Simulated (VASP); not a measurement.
# Hf (P6_3/mmc) in VASP: notebook

The runs below take Hf through single point, with PBEsol.

Everything below comes from runs of VASP 6.6.1. Logs are shortened: lines on timing, memory, paths and dates and some standing lists are left out, and cuts for length are marked.

## 1. The cell of the first run

Symmetry: P6_3/mmc, No. 194, hexagonal system. The conventional cell has a = 2.506 Å, b = 2.506 Å, c = 4.371 Å, α = 90.00°, β = 90.00°, γ = 120.00°. Hf (site symmetry -6m2) has 12 Hf at 2.51 to 2.62 Å within 3.3 Å.

## 2. Single point, PBEsol (volume scaled by 0.55)

Contents of INCAR:

```
SYSTEM = Hf
PREC = Accurate
ENCUT = 520
EDIFF = 1E-6
ISMEAR = -1
SIGMA = 0.08
LREAL = .FALSE.
LASPH = .TRUE.
NELM = 100
ALGO = Normal
ISIF = 2
LWAVE = .FALSE.
LCHARG = .FALSE.
GGA = PS
NBANDS = 17
```

Contents of KPOINTS:

```
Automatic mesh
0
G
  14 14 8
  0 0 0
```

Contents of POSCAR:

```
Hf
1.0
    2.5057625931      0.0000000000      0.0000000000
   -1.2528812966      2.1700540614      0.0000000000
    0.0000000000      0.0000000000      4.3713706201
Hf
2
Direct
    0.3333333333      0.6666666667      0.2500000000
    0.6666666667      0.3333333333      0.7500000000
```

Potentials or basis: VASP PAW PBE potentials, release 64 (Hf_pv).

The run is started by

```
> cat potpaw_PBE.64/Hf_pv/POTCAR > POTCAR
> mpirun -np 1 vasp_std > vasp.out
```

OUTCAR:

```text
SYSTEM = Hf
   PREC = Accurate
   ENCUT = 520
   EDIFF = 1E-6
   ISMEAR = -1
   LREAL = .FALSE.
   LASPH = .TRUE.
   NELM = 100
   ISIF = 2
   GGA = PS

 ion  position               nearest neighbor table
   1  0.333  0.667  0.250-   2 2.62   2 2.62   2 2.62   2 2.62   2 2.62   2 2.62   2 3.63   2 3.63
                             2 3.63   2 3.63   2 3.63   2 3.63
   2  0.667  0.333  0.750-   1 2.62   1 2.62   1 2.62   1 2.62   1 2.62   1 2.62   1 3.63   1 3.63
                             1 3.63   1 3.63   1 3.63   1 3.63

  LATTYP: Found a hexagonal cell.
 ALAT       =     2.5057625931
 C/A-ratio  =     1.7445270482

  Lattice vectors:

 A1 = (   2.5057625931,   0.0000000000,   0.0000000000)
 A2 = (  -1.2528812966,   2.1700540614,   0.0000000000)
 A3 = (   0.0000000000,   0.0000000000,   4.3713706201)

Analysis of symmetry for initial positions (statically):
=====================================================================
 Subroutine PRICEL returns:
 Original cell was already a primitive cell.

 Routine SETGRP: Setting up the symmetry group for a
 hexagonal supercell.

 Subroutine GETGRP returns: Found 24 space group operations
 (whereof 12 operations were pure point group operations)
 out of a pool of 24 trial point group operations.

The static configuration has the point symmetry D_3d.
 The point group associated with its full space group is D_6h.

Analysis of symmetry for dynamics (positions and initial velocities):
=====================================================================
 Subroutine PRICEL returns:
 Original cell was already a primitive cell.

 Routine SETGRP: Setting up the symmetry group for a
 hexagonal supercell.

 Subroutine GETGRP returns: Found 24 space group operations
 (whereof 12 operations were pure point group operations)
 out of a pool of 24 trial point group operations.

The dynamic configuration has the point symmetry D_3d.
 The point group associated with its full space group is D_6h.

 Subroutine INISYM returns: Found 24 space group operations
 (whereof 12 operations are pure point group operations),
 and found     1 'primitive' translations

----------------------------------------------------------------------------------------

                                     Primitive cell

  volume of cell :      23.7699

  direct lattice vectors                    reciprocal lattice vectors
     2.505762593  0.000000000  0.000000000     0.399080105  0.230409006  0.000000000
    -1.252881297  2.170054061  0.000000000     0.000000000  0.460818013  0.000000000
     0.000000000  0.000000000  4.371370620     0.000000000  0.000000000  0.228761203

[... 84 lines left out ...]
   LREAL  =      F    real-space projection
   EDIFFG = 0.1E-04   stopping-criterion for IOM
   NSW    =      0    number of steps for IOM
   IBRION =     -1    ionic relax: 0-MD 1-quasi-New 2-CG
   NFREE  =      0    steps in history (QN), initial steepest desc. (CG)
   ISIF   =      2    stress and relaxation
   ISYM   =      2    0-nonsym 1-usesym 2-fastsym
   POTIM  = 0.5000    time-step for ionic-motion
   TEBEG  =    0.0;   TEEND  =   0.0 temperature during run
   PSTRESS=    0.0 pullay stress
   NELECT =      20.0000    total number of electrons
   NUPDOWN=      -1.0000    fix difference up-down
   EMIN   =  10.00;   EMAX   =-10.00  energy-range for DOS
   EFERMI =   0.00;   METHOD = LEGACY
   ISMEAR =    -1;   SIGMA  =   0.08  broadening in eV -4-tet -1-fermi 0-gaus
   EFERMI_NEDOS =   21; number of points for ismear=-14 and -15
   IALGO  =     38    algorithm
   IMIX   =      4    mixing-type and parameters
     AMIX     =   0.40;   BMIX     =  1.00
     AMIX_MAG =   1.60;   BMIX_MAG =  1.00
  volume/ion in A,a.u.               =      11.88        80.20
  Fermi-wavevector in a.u.,A,eV,Ry     =   1.545523  2.920615 32.499437  2.388641
  Thomas-Fermi vector in A             =   2.650890
   LORBIT       =      0    0 simple, 1 ext, 2 COOP (PROOUT), +10 PAW based schemes
   GGA     = PS    functional components
   LHFCALC =     F    Hartree Fock is set to
   AEXX    =    0.0000 exact exchange contribution
   IVDW    =     0    specifies the selected vdW correction
   LEPSILON=     F    determine dielectric tensor
   LRPA    =     F    only Hartree local field effects (RPA)
 non-spin polarized calculation
  energy-cutoff  :      520.00
  volume of cell :       23.77
 maximum number of plane-waves:       665
 NGX is ok and might be reduce to    20
   NGX =  9   NGY =  9   NGZ = 17

 number of electron      20.0000003 magnetization

 Free energy of the ion-electron system (eV)
  ---------------------------------------------------
  ext. energy  EPLUGINS =         0.00000000
  ---------------------------------------------------
  free energy    TOTEN  =       -13.99292819 eV

  energy without entropy =      -13.96906417  energy(sigma->0) =      -13.98099618

 E-fermi :   9.9763     XC(G=0): -14.6428

 val. band max:        9.9755269903   @ k =   0.2143   0.0000   0.2500
 cond. band min:       9.9971573798   @ k =   0.2857   0.0714   0.0000
 fundamental gap:      0.0216303896
 Fermi energy:         9.9762509349

 k-point     1 :       0.0000    0.0000    0.0000
  band No.  band energies     occupation
      1     -22.5707      2.00000
      2     -17.9586      2.00000
      3     -17.9033      2.00000
      4     -17.9033      2.00000
      5     -17.4510      2.00000
      6     -17.4510      2.00000
[... 457 lines left out ...]
      4     -20.2061      2.00000
      5     -19.6827      2.00000
      6     -19.3069      2.00000
[... 9 lines left out ...]
     16      18.7880      0.00000
     17      23.4296      0.00000

 [... further k-points ...]

------------------------ aborting loop because EDIFF is reached ----------------------------------------

  FORCE on cell =-STRESS in cart. coord.  units (eV):
  Direction    XX          YY          ZZ          XY          YZ          ZX
  --------------------------------------------------------------------------------------
  -------------------------------------------------------------------------------------
  Total       27.0657632     27.0657632     26.9747216     -0.0000000     -0.0000000      0.0000000
  in kB     1824.3272973   1824.3272972   1818.1907730     -0.0000000     -0.0000000      0.0000000
  external PRESSURE =    1822.2817891 kB  Pullay stress =       0.0000000 kB

 VOLUME and BASIS-vectors are now :
 -----------------------------------------------------------------------------
  energy-cutoff  :      520.00
  volume of cell :       23.77
      direct lattice vectors                 reciprocal lattice vectors
     2.505762593  0.000000000  0.000000000     0.399080105  0.230409006  0.000000000
    -1.252881297  2.170054061  0.000000000     0.000000000  0.460818013  0.000000000
     0.000000000  0.000000000  4.371370620     0.000000000  0.000000000  0.228761203

 POSITION                                       TOTAL-FORCE (eV/Angst)
 -----------------------------------------------------------------------------------
     -0.00000      1.44670      1.09284         0.000000     -0.000000      0.000000
      1.25288      0.72335      3.27853        -0.000000      0.000000      0.000000
 -----------------------------------------------------------------------------------
    total drift:                               -0.000000      0.000000     -0.000000

  FREE ENERGIE OF THE ION-ELECTRON SYSTEM (eV)
  ---------------------------------------------------
  free  energy   TOTEN  =       -13.9929281863 eV

  energy  without entropy=      -13.9690641727  energy(sigma->0) =      -13.98099618
```

Run time: 22 s. Hardware: 1 thread of AMD EPYC 9R45 (Zen 5), shared host; peak memory 0.14 GiB.

What came out:

```
Free energy            : -13.9929 eV
Pressure               : 182.2 GPa
Band gap on the k mesh : zero (band 10 reaches 11.31 eV, above the bottom of band 11 at 9.58 eV)
```

Stress tensor (GPa, compression positive):
```
182.43   0.00   0.00
  0.00 182.43   0.00
  0.00   0.00 181.82
```

Caveat: the cell differs from its parent crystal (volume scaled by 0.55); the PAW data sets were made with another functional, which shifts forces and pressure a little; spin-orbit coupling is left out, which moves the levels of the heavy elements.

## 3. Single point, PBEsol

This run uses another cell than the first one, of 13.83 Å³/atom, 1.164 times its volume.

Contents of INCAR:

```
PREC     = Accurate       # precision mode
ENCUT    = 520            # plane-wave cutoff, eV
EDIFF    = 1E-7           # SCF threshold, eV
ISMEAR   = -1             # smearing method
SIGMA    = 0.08           # smearing width, eV
LREAL    = F              # projectors in reciprocal space
LASPH    = T              # aspherical terms in the spheres
NELM     = 80             # most SCF steps
ALGO     = Normal         # electronic algorithm
ISIF     = 2              # what is computed and relaxed
LWAVE    = F              # write WAVECAR
LCHARG   = F              # write CHGCAR
GGA      = PS             # functional
NBANDS   = 17             # bands
```

Contents of KPOINTS:

```
Automatic mesh
0
Gamma
  14 14 8
```

Contents of POSCAR:

```
Hf
1.0
    2.6639061648      0.0000000000      0.0000000000
   -1.3319530824      2.3070104120      0.0000000000
    0.0000000000      0.0000000000      4.5006673106
Hf
2
Direct
    0.3333333333      0.6666666667      0.2500000000
    0.6666666667      0.3333333333      0.7500000000
```

Potentials or basis: VASP PAW PBE potentials, release 64 (Hf_pv).

The run is started by

```
> cat potpaw_PBE.64/Hf_pv/POTCAR > POTCAR
> mpirun -np 1 vasp_std > vasp.out
```

OUTCAR:

```text
PREC = Accurate
   ENCUT = 520
   EDIFF = 1E-7
   ISMEAR = -1
   LREAL = F
   LASPH = T
   NELM = 80
   ISIF = 2
   GGA = PS

 ion  position               nearest neighbor table
   1  0.333  0.667  0.250-   2 2.73   2 2.73   2 2.73   2 2.73   2 2.73   2 2.73   2 3.81   2 3.81
                             2 3.81   2 3.81   2 3.81   2 3.81
   2  0.667  0.333  0.750-   1 2.73   1 2.73   1 2.73   1 2.73   1 2.73   1 2.73   1 3.81   1 3.81
                             1 3.81   1 3.81   1 3.81   1 3.81

  LATTYP: Found a hexagonal cell.
 ALAT       =     2.6639061648
 C/A-ratio  =     1.6894991911

  Lattice vectors:

 A1 = (   2.6639061648,   0.0000000000,   0.0000000000)
 A2 = (  -1.3319530824,   2.3070104120,   0.0000000000)
 A3 = (   0.0000000000,   0.0000000000,   4.5006673106)

Analysis of symmetry for initial positions (statically):
=====================================================================
 Subroutine PRICEL returns:
 Original cell was already a primitive cell.

 Routine SETGRP: Setting up the symmetry group for a
 hexagonal supercell.

 Subroutine GETGRP returns: Found 24 space group operations
 (whereof 12 operations were pure point group operations)
 out of a pool of 24 trial point group operations.

The static configuration has the point symmetry D_3d.
 The point group associated with its full space group is D_6h.

Analysis of symmetry for dynamics (positions and initial velocities):
=====================================================================
 Subroutine PRICEL returns:
 Original cell was already a primitive cell.

 Routine SETGRP: Setting up the symmetry group for a
 hexagonal supercell.

 Subroutine GETGRP returns: Found 24 space group operations
 (whereof 12 operations were pure point group operations)
 out of a pool of 24 trial point group operations.

The dynamic configuration has the point symmetry D_3d.
 The point group associated with its full space group is D_6h.

[... 115 lines left out ...]
   IALGO  =     38    algorithm
   IMIX   =      4    mixing-type and parameters
     AMIX     =   0.40;   BMIX     =  1.00
     AMIX_MAG =   1.60;   BMIX_MAG =  1.00
  volume/ion in A,a.u.               =      13.83        93.33
  Fermi-wavevector in a.u.,A,eV,Ry     =   1.469388  2.776740 29.376337  2.159100
  Thomas-Fermi vector in A             =   2.584771
   LORBIT       =      0    0 simple, 1 ext, 2 COOP (PROOUT), +10 PAW based schemes
   GGA     = PS    functional components
   LHFCALC =     F    Hartree Fock is set to
   AEXX    =    0.0000 exact exchange contribution
   IVDW    =     0    specifies the selected vdW correction
   LEPSILON=     F    determine dielectric tensor
   LRPA    =     F    only Hartree local field effects (RPA)
 non-spin polarized calculation
  energy-cutoff  :      520.00
  volume of cell :       27.66
 maximum number of plane-waves:       764
 NGX is ok and might be reduce to    20
   NGX =  9   NGY =  9   NGZ = 17

 number of electron      19.9999997 magnetization

 Free energy of the ion-electron system (eV)
  ---------------------------------------------------
  ext. energy  EPLUGINS =         0.00000000
  ---------------------------------------------------
  free energy    TOTEN  =       -17.37816460 eV

  energy without entropy =      -17.34972127  energy(sigma->0) =      -17.36394294

 E-fermi :   8.5561     XC(G=0): -13.7985

 val. band max:        8.5449642613   @ k =   0.0714   0.0714   0.2500
 cond. band min:       8.5792530992   @ k =   0.2143   0.2143   0.0000
 fundamental gap:      0.0342888380
 Fermi energy:         8.5561003201

 k-point     1 :       0.0000    0.0000    0.0000
  band No.  band energies     occupation
      1     -23.1362      2.00000
      2     -20.0046      2.00000
      3     -20.0046      2.00000
      4     -19.8336      2.00000
      5     -19.6413      2.00000
      6     -19.6413      2.00000
[... 457 lines left out ...]
      4     -21.3188      2.00000
      5     -21.1525      2.00000
      6     -20.8857      2.00000
[... 9 lines left out ...]
     16      16.6180      0.00000
     17      19.5949      0.00000

 [... further k-points ...]

------------------------ aborting loop because EDIFF is reached ----------------------------------------

  FORCE on cell =-STRESS in cart. coord.  units (eV):
  Direction    XX          YY          ZZ          XY          YZ          ZX
  --------------------------------------------------------------------------------------
  -------------------------------------------------------------------------------------
  Total       18.0003988     18.0003988     17.9298751      0.0000000      0.0000000      0.0000000
  in kB     1042.6710616   1042.6710616   1038.5859832      0.0000000      0.0000000      0.0000000
  external PRESSURE =    1041.3093688 kB  Pullay stress =       0.0000000 kB

 VOLUME and BASIS-vectors are now :
 -----------------------------------------------------------------------------
  energy-cutoff  :      520.00
  volume of cell :       27.66
      direct lattice vectors                 reciprocal lattice vectors
     2.663906165  0.000000000  0.000000000     0.375388598  0.216730708  0.000000000
    -1.331953082  2.307010412  0.000000000     0.000000000  0.433461416  0.000000000
     0.000000000  0.000000000  4.500667311     0.000000000  0.000000000  0.222189273

 POSITION                                       TOTAL-FORCE (eV/Angst)
 -----------------------------------------------------------------------------------
     -0.00000      1.53801      1.12517         0.000000     -0.000000      0.000000
      1.33195      0.76900      3.37550        -0.000000      0.000000      0.000000
 -----------------------------------------------------------------------------------
    total drift:                               -0.000000      0.000000     -0.000000

  FREE ENERGIE OF THE ION-ELECTRON SYSTEM (eV)
  ---------------------------------------------------
  free  energy   TOTEN  =       -17.3781646029 eV

  energy  without entropy=      -17.3497212710  energy(sigma->0) =      -17.36394294
```

Run time: 24 s. Hardware: 1 thread of AMD EPYC 9R45 (Zen 5), shared host; peak memory 0.14 GiB.

What came out:

```yaml
Free_energy: -17.3782 eV
Pressure: 104.1 GPa
Band_gap_on_the_k_mesh: zero (band 10 reaches 10.00 eV, above the bottom of band 11 at 8.26 eV)
```

Levels at points of the mesh, in eV from the Fermi level:
```csv
k point,band 8,band 9,band 10,band 11,band 12,band 13
"(0.00, 0.00, 0.00)",-5.35,0.55,1.30,1.30,2.52,2.52
"(0.50, 0.00, 0.00)",-4.33,-4.24,1.10,1.13,1.52,2.46
"(0.00, 0.00, 0.50)",-5.72,-0.16,-0.16,1.31,1.31,1.31
"(0.50, 0.00, 0.50)",-5.36,-2.68,-2.68,4.25,4.25,4.31
```

Caveat: the PAW data sets were made with another functional, which shifts forces and pressure a little; spin-orbit coupling is left out, which moves the levels of the heavy elements.
